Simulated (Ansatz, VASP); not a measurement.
**Two plane-wave programs on C**

File INCAR:

```
ALGO = Normal ; EDIFF = 1E-6
ENCUT = 520 ; GGA = PS
ISIF = 2 ; ISMEAR = 0
IVDW = 12 ; LASPH = T
LCHARG = T ; LELF = T
LREAL = F ; LVHAR = T
LWAVE = F ; NBANDS = 11
NELM = 100 ; PREC = Accurate
SIGMA = 0.03
```

The input KPOINTS:

```
k-points
0
Gamma
  16 16 16
```

POSCAR

```
C
1.0
    0.0000000000      2.0696277651      3.2332036561
    1.1956910189      0.0000000000      3.2332036561
    1.1956910189      2.0696277651      0.0000000000
C
2
Direct
    0.1314621586      0.8685378414      0.1314621586
    0.8685378414      0.1314621586      0.8685378414
```

Input for Ansatz:

```yaml
crystal:
  lattice:
    - [0.0, 2.0696277651, 3.2332036561]
    - [1.1956910189, 0.0, 3.2332036561]
    - [1.1956910189, 2.0696277651, 0.0]
  atoms:
    - { symbol: C, position: [0.1314621586, 0.8685378414, 0.1314621586] }
    - { symbol: C, position: [0.8685378414, 0.1314621586, 0.8685378414] }
basis:
  ecutwfc: 520.0
kpoints:
  mp_grid: { grid: [16, 16, 16] }
hamiltonian:
  xc: pbesol
  pseudopotentials: { kind: paw, azcp: { folder: soft_1 } }
  dispersion: d3bj
scf:
  occupations: { method: gaussian, width: 0.03 }
output:
  forces: true
  stress: true
  eigenvalues: true
```

Alike in both runs: task single point; functional PBEsol; dispersion D3(BJ); k mesh 16 × 16 × 16; occupations gaussian, width 0.03 eV; no spin polarisation.

|  | VASP | Ansatz |
| --- | --- | --- |
| version | VASP 6.6.1 | Ansatz 0.2.0 |
| potentials or method | VASP PAW PBE potentials, release 64 (C), cutoff 520 eV | scalar-relativistic, plane waves, PAW |
| valence electrons in the cell | 8 | 8 |

```csv
,VASP,Ansatz,Ansatz less VASP
gap on the k mesh at the Fermi level (eV),none,none,-
rms of the force components (eV/Å),18.299,18.020,-0.2786
```

VASP's potentials were made for PBE, not for PBEsol, and Ansatz warns of the same on its side. Atom by atom the forces differ by 0.279 eV/Å (rms over components). A gap of «none» marks a metal or a gap that the smearing closes.
